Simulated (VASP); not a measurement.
Input of a VASP 6.6.1 run:

Contents of INCAR:

```
SYSTEM = TiCo
PREC = Accurate ; ENCUT = 520
EDIFF = 1E-7 ; ISMEAR = 0
SIGMA = 0.05 ; LREAL = .FALSE.
LASPH = .TRUE. ; NELM = 150
ALGO = Normal ; ISIF = 2
LWAVE = .FALSE. ; LCHARG = .FALSE.
ISPIN = 2 ; MAGMOM = 0 1.1
LORBIT = 11 ; LMAXMIX = 4
GGA = PE ; NBANDS = 22
```

File KPOINTS:

```
regular mesh
0
G
  16 16 16
  0 0 0
```

Contents of POSCAR:

```
TiCo
1.0
    3.0058871358      0.0000000000      0.0000000000
    0.0000000000      3.0058871358      0.0000000000
    0.0000000000      0.0000000000      3.0058871358
Ti Co
1 1
Direct
    0.0000000000      0.0000000000      0.0000000000
    0.5000000000      0.5000000000      0.5000000000
```

Potentials or basis: VASP PAW PBE potentials, release 64 (Ti_sv, Co).

Command:

```console
$ cat potpaw_PBE.64/Ti_sv/POTCAR potpaw_PBE.64/Co/POTCAR > POTCAR
$ mpirun -np 1 vasp_std > vasp.out
```

(1) Estimate the net moment.

(2) What does it give for the pressure?

(3) Estimate the site moments.

## Answers

(1) 0.90 μB per cell.

(2) -3.6 GPa.

(3) Ti -0.05; Co +1.00 μB.

Caveat: the cell stands under tension.
